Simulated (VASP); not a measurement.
# MnO2 (P-3m1) in VASP: notebook, part 2 of 2

VASP 6.6.1.

### 3 Relaxation of shape and atoms at fixed volume, PBE+U, collinear spin (12.76 Å³/atom)

This run uses another cell than the first one, of 12.76 Å³/atom.

Input file INCAR:

```
SYSTEM = MnO2
PREC = Accurate
ENCUT = 600
EDIFF = 1E-6
ISMEAR = 0
SIGMA = 0.05
LREAL = .FALSE.
LASPH = .TRUE.
NELM = 150
ALGO = Normal
ISIF = 4
LWAVE = .FALSE.
LCHARG = .FALSE.
ISPIN = 2
MAGMOM = 3.15 -0.15 -0.15
LORBIT = 11
LMAXMIX = 4
LDAU = .TRUE.
LDAUTYPE = 2
LDAUL = 2 -1
LDAUU = 3.9 0
LDAUJ = 0 0
LDAUPRINT = 1
GGA = PE
IBRION = 2
NSW = 60
EDIFFG = -0.01
```

Input file KPOINTS:

```
regular mesh
0
G
  10 10 6
  0 0 0
```

Input file POSCAR:

```
MnO2
1.0
    2.9240253905      0.0000000000      0.0000000000
   -1.4620126953      2.5322802695      0.0000000000
    0.0000000000      0.0000000000      5.1678863889
Mn O
1 2
Direct
    0.0000000000      0.0000000000      0.0000000000
    0.3333333333      0.6666666667      0.1846738599
    0.6666666667      0.3333333333      0.8153261401
```

Potentials or basis: VASP PAW PBE potentials, release 64 (Mn_pv, O).

The run is started by

```console
> cat potpaw_PBE.64/Mn_pv/POTCAR potpaw_PBE.64/O/POTCAR > POTCAR
> mpirun -np 1 vasp_std > vasp.out
```

OUTCAR:

```text
SYSTEM = MnO2
   PREC = Accurate
   ENCUT = 600
   EDIFF = 1E-6
   ISMEAR = 0
   LREAL = .FALSE.
   LASPH = .TRUE.
   NELM = 150
   ISIF = 4
   ISPIN = 2
   LORBIT = 11
   GGA = PE
   IBRION = 2
   NSW = 60
   EDIFFG = -0.01

 ion  position               nearest neighbor table
   1  0.000  0.000  0.000-   2 1.94   3 1.94   3 1.94   2 1.94   3 1.94   2 1.94
   2  0.333  0.667  0.185-   1 1.94   1 1.94   1 1.94
   3  0.667  0.333  0.815-   1 1.94   1 1.94   1 1.94

  LATTYP: Found a hexagonal cell.
 ALAT       =     2.9240253905
 C/A-ratio  =     1.7673876587

  Lattice vectors:

 A1 = (   2.9240253905,   0.0000000000,   0.0000000000)
 A2 = (  -1.4620126953,   2.5322802695,   0.0000000000)
 A3 = (   0.0000000000,   0.0000000000,   5.1678863889)

Analysis of symmetry for initial positions (statically):
=====================================================================
 Subroutine PRICEL returns:
 Original cell was already a primitive cell.

 Routine SETGRP: Setting up the symmetry group for a
 hexagonal supercell.

 Subroutine GETGRP returns: Found 12 space group operations
 (whereof 12 operations were pure point group operations)
 out of a pool of 24 trial point group operations.

[... 468 lines left out ...]
  o =  0.5613  v =  0.3838  0.6126 -0.0000 -0.4448 -0.5287  0.0000  0.0000  0.0000  0.0000  0.0000      0.0000  0.0000  0.0000  0.0000  0.0000  0.0000  0.0000  0.0000  0.0000  0.0000
  o =  0.9609  v =  0.0000  0.0000 -1.0000  0.0000  0.0000  0.0000  0.0000  0.0000  0.0000  0.0000      0.0000  0.0000  0.0000  0.0000  0.0000  0.0000  0.0000  0.0000  0.0000  0.0000
  o =  0.9626  v =  0.6126  0.3838  0.0000  0.5287  0.4447  0.0000  0.0000  0.0000  0.0000  0.0000      0.0000  0.0000  0.0000  0.0000  0.0000  0.0000  0.0000  0.0000  0.0000  0.0000
  o =  0.9626  v = -0.4447  0.5287 -0.0000 -0.3838  0.6126  0.0000  0.0000  0.0000  0.0000  0.0000      0.0000  0.0000  0.0000  0.0000  0.0000  0.0000  0.0000  0.0000  0.0000  0.0000

--------------------------------------- Ionic step        8  -------------------------------------------

 number of electron      25.0000005 magnetization       3.0000003

 Free energy of the ion-electron system (eV)
  ---------------------------------------------------
  ext. energy  EPLUGINS =         0.00000000
  ---------------------------------------------------
  free energy    TOTEN  =       -21.26254901 eV

  energy without entropy =      -21.26254901  energy(sigma->0) =      -21.26254901

 E-fermi :   1.2844     XC(G=0):  -9.7395

 val. band max:        0.9759186128   @ k =   0.2000   0.1000   0.0000
 cond. band min:       2.7580299651   @ k =   0.0000   0.3000   0.3333
 fundamental gap:      1.7821113523
 Fermi energy:         1.2843579845

 spin component 1

 k-point     1 :       0.0000    0.0000    0.0000
  band No.  band energies     occupation
      1     -49.0688      1.00000
      2     -49.0678      1.00000
      3     -49.0678      1.00000
      4     -17.3802      1.00000
      5     -15.2755      1.00000
      6      -4.9435      1.00000
[... 985 lines left out ...]
  FREE ENERGIE OF THE ION-ELECTRON SYSTEM (eV)
  ---------------------------------------------------
  free  energy   TOTEN  =       -21.2625490053 eV

  energy  without entropy=      -21.2625490053  energy(sigma->0) =      -21.26254901

 reached required accuracy - stopping structural energy minimisation

 total charge

# of ion       s       p       d       tot
------------------------------------------
    1        0.341   6.432   4.817  11.590
    2        1.578   3.402   0.000   4.980
    3        1.578   3.402   0.000   4.980
--------------------------------------------------
tot          3.498  13.236   4.817  21.551

 magnetization (x)

# of ion       s       p       d       tot
------------------------------------------
    1        0.032   0.042   3.167   3.241
    2        0.002  -0.130   0.000  -0.128
    3        0.002  -0.130   0.000  -0.128
--------------------------------------------------
tot          0.036  -0.218   3.167   2.984
```

Run time: 2.5 min. Hardware: 1 thread of AMD EPYC 9R45 (Zen 5), shared host; peak memory 0.21 GiB.

Results:

- Free energy: -21.2625 eV
- Energy gained by relaxing: 0.1 meV/atom
- Ionic steps: 8
- Pressure after relaxing: -0.1 GPa
- Largest force after relaxing: 0.004 eV/Å
- Band gap on the k mesh: 1.78 eV (least direct gap 1.96 eV)
- Net moment: 3.00 μB per cell
- Site moments: Mn +3.24; O -0.13 μB
- Valence electrons inside the program's atomic spheres: Mn 11.59; O 4.98

Forces on the atoms (eV/Å):
```
Mn   0.000  0.000  0.000
O    0.000  0.000 -0.004
O    0.000  0.000  0.004
```

Step by step:
| step | energy change (eV) | largest force (eV/Å) | pressure (GPa) | volume (Å³) |
| --- | --- | --- | --- | --- |
| 1 | 0.0000 | 0.0070 | -0.34 | 38.27 |
| 2 | -0.0001 | 0.0074 | -0.27 | 38.27 |
| 3 | -0.0002 | 0.0259 | -0.25 | 38.27 |
| 4 | -0.0002 | 0.0219 | -0.25 | 38.27 |
| 5 | -0.0002 | 0.0190 | -0.26 | 38.27 |
| 6 | -0.0002 | 0.0205 | -0.25 | 38.27 |
| 7 | -0.0002 | 0.0230 | -0.38 | 38.27 |
| 8 | -0.0002 | 0.0037 | -0.15 | 38.27 |

Final structure:
```cif
data_structure
_symmetry_space_group_name_H-M 'P 1'
_symmetry_Int_Tables_number 1
_cell_length_a 2.9190
_cell_length_b 2.9190
_cell_length_c 5.1858
_cell_angle_alpha 90.000
_cell_angle_beta 90.000
_cell_angle_gamma 120.000
_cell_volume 38.27
loop_
_atom_site_label
_atom_site_type_symbol
_atom_site_fract_x
_atom_site_fract_y
_atom_site_fract_z
_atom_site_occupancy
Mn1 Mn 0.00000 0.00000 0.00000 1
O1 O 0.33333 0.66667 0.18456 1
O2 O 0.66667 0.33333 0.81544 1
```

Eigenvalues of the final occupation matrices:
```tsv
site	spin	trace	eigenvalues
site 1 d	1	4.01	0.56 0.56 0.96 0.96 0.96
site 1 d	2	0.84	0.07 0.07 0.07 0.31 0.31
```

Caveat: a cell with one magnetic atom can't hold antiferromagnetic order, which such compounds often take.

### 4 Relaxation of shape and atoms at fixed volume, PBE+U, collinear spin (12.79 Å³/atom)

This run uses another cell than the first one, of 12.79 Å³/atom.

Input file INCAR:

```
SYSTEM = MnO2
PREC = Accurate ; ENCUT = 600
EDIFF = 1E-6 ; ISMEAR = 0
SIGMA = 0.05 ; LREAL = .False.
LASPH = .True. ; NELM = 150
ALGO = Normal ; ISIF = 4
LWAVE = .False. ; LCHARG = .False.
ISPIN = 2 ; MAGMOM = 3.15 -0.16 -0.16
LORBIT = 11 ; LMAXMIX = 4
LDAU = .True. ; LDAUTYPE = 2
LDAUL = 2 -1 ; LDAUU = 3.9 0
LDAUJ = 0 0 ; LDAUPRINT = 1
GGA = PE ; IBRION = 2
NSW = 60 ; EDIFFG = -0.04
```

Input file KPOINTS:

```
regular mesh
0
Gamma
  10 10 6
  0 0 0
```

Input file POSCAR:

```
MnO2
1.0
    2.9643108445      0.0000000000      0.0000000000
   -1.4821554223      2.5671684961      0.0000000000
    0.0000000000      0.0000000000      5.0419606462
Mn O
1 2
Direct
    0.0000000000      0.0000000000      0.0000000000
    0.3333333333      0.6666666667      0.1919846209
    0.6666666667      0.3333333333      0.8080153791
```

The run is started by

```console
> cat potpaw_PBE.64/Mn_pv/POTCAR potpaw_PBE.64/O/POTCAR > POTCAR
> mpirun -np 1 vasp_std > vasp.out
```

It took 2.4 min on 1 thread of AMD EPYC 9R45 (Zen 5), shared host; peak memory 0.21 GiB.

It converged, with:

```yaml
Free_energy: -21.2629 eV
Energy_gained_by_relaxing: 10.4 meV/atom
Ionic_steps: 5
Pressure_after_relaxing: 0.0 GPa
Band_gap_on_the_k_mesh: 1.79 eV (least direct gap 1.97 eV)
Net_moment: 3.00 μB per cell
Site_moments: Mn +3.24; O -0.13 μB
Valence_electrons_inside_the_program's_atomic_spheres: Mn 11.59; O 4.98
```

Forces in eV/Å, atoms in the order of the input:
```
Mn   0.000  0.000  0.000
O    0.000  0.000  0.002
O    0.000  0.000 -0.002
```

The path:
```csv
step,energy change (eV),largest force (eV/Å),pressure (GPa),volume (Å³)
1,0.0000,0.4641,-5.65,38.37
2,-0.0197,0.1599,-3.23,38.37
3,-0.0252,0.1154,-1.01,38.37
4,-0.0303,0.0454,-0.42,38.37
5,-0.0311,0.0023,-0.03,38.37
```

Final structure:
```
Mn O
1.0
     2.91831    0.00000    0.00000
    -1.45916    2.52733    0.00000
     0.00000    0.00000    5.20215
Mn O
1 2
Cartesian
  0.0000 0.0000 0.0000
  0.0000 1.6849 0.9570
  1.4592 0.8424 4.2452
```

Levels at points of the mesh, in eV from the valence-band top:
Spin up:
```csv
k point,band 11,band 12,band 13,band 14,band 15,band 16,band 17
"(0.00, 0.00, 0.00)",-0.75,-0.46,-0.46,-0.42,3.12,3.12,7.21
"(0.50, 0.00, 0.00)",-2.52,-1.93,-1.43,-1.14,2.30,2.98,11.99
"(0.00, 0.00, 0.50)",-1.06,-0.48,-0.46,-0.46,3.13,3.13,9.09
"(0.50, 0.00, 0.50)",-2.49,-1.91,-1.53,-0.90,2.30,2.95,11.51
```
Spin down:
| k point | band 8 | band 9 | band 10 | band 11 | band 12 | band 13 | band 14 | band 15 |
| --- | --- | --- | --- | --- | --- | --- | --- | --- |
| (0.00, 0.00, 0.00) | -3.78 | -0.69 | -0.69 | -0.60 | 3.05 | 3.05 | 4.34 | 5.15 |
| (0.50, 0.00, 0.00) | -3.02 | -2.06 | -1.95 | -1.27 | 3.10 | 3.66 | 3.93 | 4.65 |
| (0.00, 0.00, 0.50) | -3.55 | -1.23 | -0.70 | -0.70 | 3.04 | 3.04 | 4.37 | 5.16 |
| (0.50, 0.00, 0.50) | -3.03 | -2.04 | -1.92 | -1.04 | 3.11 | 3.66 | 3.93 | 4.62 |

Eigenvalues of the final occupation matrices:
```
    site  spin  trace               eigenvalues
site 1 d     1   4.01  0.56 0.56 0.96 0.96 0.96
site 1 d     2   0.84  0.07 0.07 0.07 0.31 0.31
```

Caveat: a cell with one magnetic atom can't hold antiferromagnetic order, which such compounds often take. A k mesh can miss the band edges.

### 5 The runs side by side

```csv
potentials or basis,cell,cutoff (eV),gap on the mesh (eV),pressure (GPa),moment (μB),relaxed volume (Å³/atom)
"VASP PAW PBE potentials, release 64 (Mn_sv, O)","relaxed from a = 2.914, b = 2.914, c = 5.171 Å, angles 90.0, 90.0, 120.0°, 3 atoms, atomic positions A",700,2.01,-0.2,3.00,12.68
"VASP PAW PBE potentials, release 64 (Mn_pv, O)","relaxed from a = 2.924, b = 2.924, c = 5.168 Å, angles 90.0, 90.0, 120.0°, 3 atoms, atomic positions B",600,1.78,-0.1,3.00,12.76
"VASP PAW PBE potentials, release 64 (Mn_pv, O)","relaxed from a = 2.964, b = 2.964, c = 5.042 Å, angles 90.0, 90.0, 120.0°, 3 atoms, atomic positions C",600,1.79,0.0,3.00,12.79
```

Alike in all rows: task relaxation of shape and atoms at fixed volume; level PBE+U; spin collinear; Mn d U = 3.9 eV; k mesh 10 × 10 × 6; smearing gaussian 0.05 eV.

Caveats: a cell with one magnetic atom can't hold antiferromagnetic order, which such compounds often take.

Absolute energies hang on the potentials; compare differences alone.
